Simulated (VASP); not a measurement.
## Cd3O: single point with PBE

Crystal: Cd3O.

```xyz
8
Lattice="3.7245 -3.4613 0.0000 3.7245 3.4613 0.0000 0.0000 0.0000 7.1203" Properties=species:S:1:pos:R:3 pbc="T T T"
Cd    3.7245   -1.3746    2.0692
Cd    3.7245    1.3746    2.0692
Cd    3.7245    1.3746    5.0511
Cd    3.7245   -1.3746    5.0511
Cd    1.7304    0.0000    0.0000
Cd    5.7185    0.0000    0.0000
O     0.0000    0.0000    5.6089
O     0.0000    0.0000    1.5115
```

The cell was generated, and may not be a known phase.

| Quantity | Value |
| --- | --- |
| Program | VASP 6.6.1 |
| Task | single point |
| Functional | PBE |
| Potentials or basis | VASP PAW PBE potentials, release 64 (Cd_sv_GW, O) |
| Cutoff | 700 eV |
| k mesh | 3 × 3 × 2 |
| Occupations | gaussian, width 0.2 eV |
| Spin | no spin polarisation |
| Dipole correction | no |
| Further INCAR settings | ALGO = Normal; EDIFF = 1e-06; NBANDS = 76 |

```json
{
 "Pressure": "-0.1 GPa",
 "Largest force": "0.050 eV/Å",
 "Band gap on the k mesh": "zero (bands 66 and 67 overlap by 1.87 eV)"
}
```

Forces in eV/Å, atoms in the order of the input:
```
Cd   0.000 -0.050  0.004
Cd   0.000  0.050  0.004
Cd   0.000  0.050 -0.004
Cd   0.000 -0.050 -0.004
Cd   0.005  0.000  0.000
Cd  -0.005  0.000  0.000
O    0.000  0.000 -0.032
O    0.000  0.000  0.032
```

Stress tensor (GPa, compression positive):
```
 0.08  0.00  0.00
 0.00 -0.10  0.00
 0.00  0.00 -0.22
```

Levels at points of the mesh, in eV from the Fermi level:
```
           k point  band 63  band 64  band 65  band 66  band 67  band 68  band 69  band 70
(0.00, 0.00, 0.00)    -2.59    -2.11    -1.28    -0.22     1.09     1.40     2.45     3.41
(0.00, 0.00, 0.50)    -2.62    -2.50     0.20     1.27     1.50     1.55     1.83     1.86
```

Run time: 4.8 min on 1 thread of Intel(R) Xeon(R) Platinum 8488C (Sapphire Rapids), with other jobs on the host, peak memory 0.43 GiB.

Caveat: the k points lie up to 0.44 Å⁻¹ apart, too coarse for converged energies and pressures of a metal.
